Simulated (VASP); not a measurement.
# LuPW (P-6m2) in VASP: relaxation of cell and atoms with PBE

Aim: the relaxation of cell and atoms of LuPW with PBE.

Program: VASP 6.6.1. These are calculated values, not measurements. Logs are shortened: lines on timing, memory, paths and dates and some standing lists are left out, and cuts for length are marked.

## Step 1: The cell of the first run

Symmetry: P-6m2, No. 187, hexagonal system. Conventional cell: a = 4.128 Å, b = 4.128 Å, c = 3.877 Å, α = 90.00°, β = 90.00°, γ = 120.00°. Within 4.2 Å of Lu (site symmetry -6m2) lie 6 W at 3.07 Å and 6 P at 3.07 Å and 8 Lu at 3.88 to 4.13 Å. Within 3.1 Å of P (site symmetry -6m2) lie 3 W at 2.38 Å and 6 Lu at 3.07 Å. Within 3.1 Å of W (site symmetry -6m2) lie 3 P at 2.38 Å and 6 Lu at 3.07 Å.

The cell was generated, and may not be a known phase.

## Step 2: Relaxation of cell and atoms, PBE

File INCAR:

```
ALGO = Normal ; EDIFF = 1E-7
EDIFFG = -0.01 ; ENCUT = 600
GGA = PE ; IBRION = 2
ISIF = 3 ; ISMEAR = 0
LASPH = True ; LCHARG = False
LREAL = False ; LWAVE = False
NELM = 100 ; NSW = 100
PREC = Accurate ; SIGMA = 0.1
```

File KPOINTS:

```
k-points
0
Gamma
  15 15 12
```

File POSCAR:

```
LuPW
1.0
    4.1276456104      0.0000000000      0.0000000000
   -2.0638228052      3.5746459564      0.0000000000
    0.0000000000      0.0000000000      3.8774537665
Lu P W
1 1 1
Direct
    0.6666666667      0.3333333333      0.0000000000
    0.0000000000      0.0000000000      0.5000000000
    0.3333333333      0.6666666667      0.5000000000
```

Potentials or basis: VASP PAW PBE potentials, release 64 (Lu, P, W_sv).

Command:

```
> cat potpaw_PBE.64/Lu/POTCAR potpaw_PBE.64/P/POTCAR potpaw_PBE.64/W_sv/POTCAR > POTCAR
> mpirun -np 1 vasp_std > vasp.out
```

OUTCAR:

```text
EDIFF = 1E-7
   EDIFFG = -0.01
   ENCUT = 600
   GGA = PE
   IBRION = 2
   ISIF = 3
   ISMEAR = 0
   LASPH = True
   LREAL = False
   NELM = 100
   NSW = 100
   PREC = Accurate

 ion  position               nearest neighbor table
   1  0.667  0.333  0.000-   3 3.07   3 3.07   2 3.07   2 3.07   3 3.07   3 3.07   2 3.07   2 3.07
                             2 3.07   2 3.07   3 3.07   3 3.07
   2  0.000  0.000  0.500-   3 2.38   3 2.38   3 2.38   1 3.07   1 3.07   1 3.07   1 3.07   1 3.07
                             1 3.07
   3  0.333  0.667  0.500-   2 2.38   2 2.38   2 2.38   1 3.07   1 3.07   1 3.07   1 3.07   1 3.07
                             1 3.07

  LATTYP: Found a hexagonal cell.
 ALAT       =     4.1276456104
 C/A-ratio  =     0.9393863070

  Lattice vectors:

 A1 = (   4.1276456104,   0.0000000000,   0.0000000000)
 A2 = (  -2.0638228052,   3.5746459564,   0.0000000000)
 A3 = (   0.0000000000,   0.0000000000,   3.8774537665)

Analysis of symmetry for initial positions (statically):
=====================================================================
 Subroutine PRICEL returns:
 Original cell was already a primitive cell.

 Routine SETGRP: Setting up the symmetry group for a
 hexagonal supercell.

 Subroutine GETGRP returns: Found 12 space group operations
 (whereof 12 operations were pure point group operations)
 out of a pool of 24 trial point group operations.

The static configuration has the point symmetry D_3h.

Analysis of symmetry for dynamics (positions and initial velocities):
=====================================================================
 Subroutine PRICEL returns:
 Original cell was already a primitive cell.

 Routine SETGRP: Setting up the symmetry group for a
 hexagonal supercell.

 Subroutine GETGRP returns: Found 12 space group operations
 (whereof 12 operations were pure point group operations)
 out of a pool of 24 trial point group operations.

The dynamic configuration has the point symmetry D_3h.

 Subroutine INISYM returns: Found 12 space group operations
 (whereof 12 operations are pure point group operations),
 and found     1 'primitive' translations

----------------------------------------------------------------------------------------

                                     Primitive cell

  volume of cell :      57.2113

  direct lattice vectors                    reciprocal lattice vectors
     4.127645610  0.000000000  0.000000000     0.242268861  0.139873992  0.000000000
    -2.063822805  3.574645956  0.000000000     0.000000000  0.279747984  0.000000000
     0.000000000  0.000000000  3.877453766     0.000000000  0.000000000  0.257901205

  length of vectors
     4.127645610  4.127645610  3.877453766     0.279747984  0.279747984  0.257901205

  position of ions in fractional coordinates (direct lattice)
     0.666666667  0.333333333  0.000000000
     0.000000000  0.000000000  0.500000000
     0.333333333  0.666666667  0.500000000

  ion indices of the primitive-cell ions
   primitive index   ion index
                 1           1
                 2           2
                 3           3

----------------------------------------------------------------------------------------

 KPOINTS: k-points

Automatic generation of k-mesh.
 Grid dimensions read from file:
 generate k-points for:   15   15   12

 Generating k-lattice:

  Cartesian coordinates                     Fractional coordinates (reciprocal lattice)
     0.016151257  0.009324933  0.000000000     0.066666667  0.000000000  0.000000000
     0.000000000  0.018649866  0.000000000     0.000000000  0.066666667  0.000000000
     0.000000000  0.000000000  0.021491767     0.000000000  0.000000000  0.083333333

  Length of vectors
     0.018649866  0.018649866  0.021491767

  Shift w.r.t. Gamma in fractional coordinates (k-lattice)
     0.000000000  0.000000000  0.000000000

 Subroutine IBZKPT returns following result:
 ===========================================

 Found    189 irreducible k-points:

 Following reciprocal coordinates:
            Coordinates               Weight
  0.000000  0.000000  0.000000      1.000000
  0.066667 -0.000000  0.000000      6.000000
  0.133333 -0.000000  0.000000      6.000000
  0.200000 -0.000000  0.000000      6.000000
  0.266667 -0.000000  0.000000      6.000000
  0.333333 -0.000000  0.000000      6.000000
[... 16 lines left out ...]
  0.333333  0.200000  0.000000     12.000000
  0.400000  0.200000  0.000000      6.000000
 [... further k-points ...]
   k-points           NKPTS =    189   k-points in BZ     NKDIM =    189   number of bands    NBANDS=     26
   number of dos      NEDOS =    301   number of ions     NIONS =      3
   total plane-waves  NPLWV =  41472
   dimension x,y,z NGX =    36 NGY =   36 NGZ =   32
   dimension x,y,z NGXF=    72 NGYF=   72 NGZF=   64
   ions per type =               1   1   1
   NGX,Y,Z   is equivalent  to a cutoff of  14.50, 14.50, 13.72 a.u.
   NGXF,Y,Z  is equivalent  to a cutoff of  29.00, 29.00, 27.44 a.u.
 SYSTEM =  unknown system
   PREC   = accura    normal or accurate (medium, high low for compatibility)
   ISTART =      0    job   : 0-new  1-cont  2-samecut
   ICHARG =      2    charge: 1-file 2-atom 10-const
   ISPIN  =      1    spin polarized calculation?
   LNONCOLLINEAR =      F non collinear calculations
   LSORBIT =      F    spin-orbit coupling
   LASPH  =      T    aspherical Exc in radial PAW
   ENCUT  =  600.0 eV  44.10 Ry    6.64 a.u.   8.24  8.24  7.74*2*pi/ulx,y,z
   NELM   =    100;   NELMIN=  2; NELMDL= -5     # of ELM steps
   EDIFF  = 0.1E-06   stopping-criterion for ELM
   LREAL  =      F    real-space projection
   EDIFFG = -.1E-01   stopping-criterion for IOM
   NSW    =    100    number of steps for IOM
   IBRION =      2    ionic relax: 0-MD 1-quasi-New 2-CG
   NFREE  =      1    steps in history (QN), initial steepest desc. (CG)
   ISIF   =      3    stress and relaxation
   ISYM   =      2    0-nonsym 1-usesym 2-fastsym
   POTIM  = 0.5000    time-step for ionic-motion
   TEBEG  =    0.0;   TEEND  =   0.0 temperature during run
   PSTRESS=    0.0 pullay stress
   NELECT =      44.0000    total number of electrons
   NUPDOWN=      -1.0000    fix difference up-down
   EMIN   =  10.00;   EMAX   =-10.00  energy-range for DOS
   EFERMI =   0.00;   METHOD = LEGACY
   ISMEAR =     0;   SIGMA  =   0.10  broadening in eV -4-tet -1-fermi 0-gaus
   EFERMI_NEDOS =   21; number of points for ismear=-14 and -15
   IALGO  =     38    algorithm
   IMIX   =      4    mixing-type and parameters
     AMIX     =   0.40;   BMIX     =  1.00
     AMIX_MAG =   1.60;   BMIX_MAG =  1.00
  volume/ion in A,a.u.               =      19.07       128.69
  Fermi-wavevector in a.u.,A,eV,Ry     =   1.499909  2.834418 30.609412  2.249728
  Thomas-Fermi vector in A             =   2.611478
   LORBIT       =      0    0 simple, 1 ext, 2 COOP (PROOUT), +10 PAW based schemes
   GGA     = PE    functional components
   LHFCALC =     F    Hartree Fock is set to
   AEXX    =    0.0000 exact exchange contribution
   IVDW    =     0    specifies the selected vdW correction
   LEPSILON=     F    determine dielectric tensor
   LRPA    =     F    only Hartree local field effects (RPA)
 conjugate gradient relaxation of ions
 non-spin polarized calculation
 Gauss-broadening in eV      SIGMA  =   0.10
  energy-cutoff  :      600.00
  volume of cell :       57.21
 maximum number of plane-waves:      1936
 NGX is ok and might be reduce to    36
   NGX = 17   NGY = 17   NGZ = 15

--------------------------------------- Ionic step        1  -------------------------------------------

 number of electron      44.0000008 magnetization

 Free energy of the ion-electron system (eV)
  ---------------------------------------------------
  ext. energy  EPLUGINS =         0.00000000
  ---------------------------------------------------
  free energy    TOTEN  =       -23.64651575 eV

  energy without entropy =      -23.63709127  energy(sigma->0) =      -23.64180351

------------------------ aborting loop because EDIFF is reached ----------------------------------------

  FORCE on cell =-STRESS in cart. coord.  units (eV):
  Direction    XX          YY          ZZ          XY          YZ          ZX
  --------------------------------------------------------------------------------------
  -------------------------------------------------------------------------------------
  Total        0.1286394      0.1286394     -0.0119416      0.0000000      0.0000000      0.0000000
  in kB        3.6024880      3.6024880     -0.3344202      0.0000000      0.0000000      0.0000000
  external PRESSURE =       2.2901853 kB  Pullay stress =       0.0000000 kB
[... 244 lines left out ...]
  energy  without entropy=      -23.6371465413  energy(sigma->0) =      -23.64188449

--------------------------------------- Ionic step        8  -------------------------------------------

 number of electron      44.0000008 magnetization

 Free energy of the ion-electron system (eV)
  ---------------------------------------------------
  ext. energy  EPLUGINS =         0.00000000
  ---------------------------------------------------
  free energy    TOTEN  =       -23.64665519 eV

  energy without entropy =      -23.63712714  energy(sigma->0) =      -23.64189116

 E-fermi :   6.7216     XC(G=0): -11.8037

 val. band max:        6.7207989455   @ k =   0.0000   0.0000   0.1667
 cond. band min:       6.7223136571   @ k =   0.1333   0.1333   0.4167
 fundamental gap:      0.0015147117
 Fermi energy:         6.7216341789

 k-point     1 :       0.0000    0.0000    0.0000
  band No.  band energies     occupation
      1     -66.8422      2.00000
      2     -49.4094      2.00000
      3     -31.2221      2.00000
      4     -31.2221      2.00000
      5     -30.9745      2.00000
      6     -20.1192      2.00000
[... 685 lines left out ...]
     25       8.9318      0.00000
     26      10.0606      0.00000

 [... further k-points ...]

------------------------ aborting loop because EDIFF is reached ----------------------------------------

  FORCE on cell =-STRESS in cart. coord.  units (eV):
  Direction    XX          YY          ZZ          XY          YZ          ZX
  --------------------------------------------------------------------------------------
  -------------------------------------------------------------------------------------
  Total       -0.0111302     -0.0111302     -0.0296804      0.0000000      0.0000000     -0.0000000
  in kB       -0.3113387     -0.3113387     -0.8302308      0.0000000      0.0000000     -0.0000000
  external PRESSURE =      -0.4843028 kB  Pullay stress =       0.0000000 kB
[... 18 lines left out ...]
  FREE ENERGIE OF THE ION-ELECTRON SYSTEM (eV)
  ---------------------------------------------------
  free  energy   TOTEN  =       -23.6466551872 eV

  energy  without entropy=      -23.6371271408  energy(sigma->0) =      -23.64189116

 reached required accuracy - stopping structural energy minimisation
```

It took 13 min on 1 thread of Intel Xeon 6975P-C (Granite Rapids), shared host; peak memory 0.48 GiB.

What came out:

| Quantity | Value |
| --- | --- |
| Free energy | -23.6467 eV |
| Relaxed volume | 19.09 Å³/atom |
| Relaxed cell | a = 4.132 Å, b = 4.132 Å, c = 3.874 Å, α = 90.00°, β = 90.00°, γ = 120.00° |
| Space group after relaxing (to 0.1 Å) | P-6m2 (No. 187) |
| Energy gained by relaxing | 0.0 meV/atom |
| Ionic steps | 8 |
| Pressure after relaxing | 0.0 GPa |
| Band gap on the k mesh | zero (bands 22 and 23 overlap by 2.01 eV) |

The path:
```tsv
step	energy change (eV)	largest force (eV/Å)	pressure (GPa)	volume (Å³)
1	0.0000	0.0000	0.23	57.21
2	0.0001	0.0000	-0.42	57.44
3	-0.0001	0.0000	-0.05	57.30
4	-0.0001	0.0000	-0.03	57.31
5	-0.0001	0.0000	-0.22	57.37
6	-0.0001	0.0000	-0.11	57.31
7	-0.0001	0.0000	-0.07	57.31
8	-0.0001	0.0000	-0.05	57.28
```

Final structure:
```
Lu P W
1.0
     4.13194    0.00000    0.00000
    -2.06597    3.57837    0.00000
     0.00000    0.00000    3.87385
Lu P W
1 1 1
Cartesian
  2.0660 1.1928 0.0000
  4.1319 0.0000 1.9369
  0.0000 2.3856 1.9369
```

Levels at points of the mesh, in eV from the Fermi level:
| k point | band 18 | band 19 | band 20 | band 21 | band 22 | band 23 | band 24 | band 25 | band 26 |
| --- | --- | --- | --- | --- | --- | --- | --- | --- | --- |
| (0.00, 0.00, 0.00) | -4.61 | -3.39 | -1.66 | -0.46 | -0.28 | -0.28 | 1.38 | 1.38 | 3.60 |
| (0.00, 0.00, 0.50) | -4.74 | -4.74 | -1.72 | -1.72 | 1.32 | 2.32 | 2.32 | 2.45 | 2.92 |

Caveat: spin-orbit coupling is left out, which moves the levels of the heavy elements.
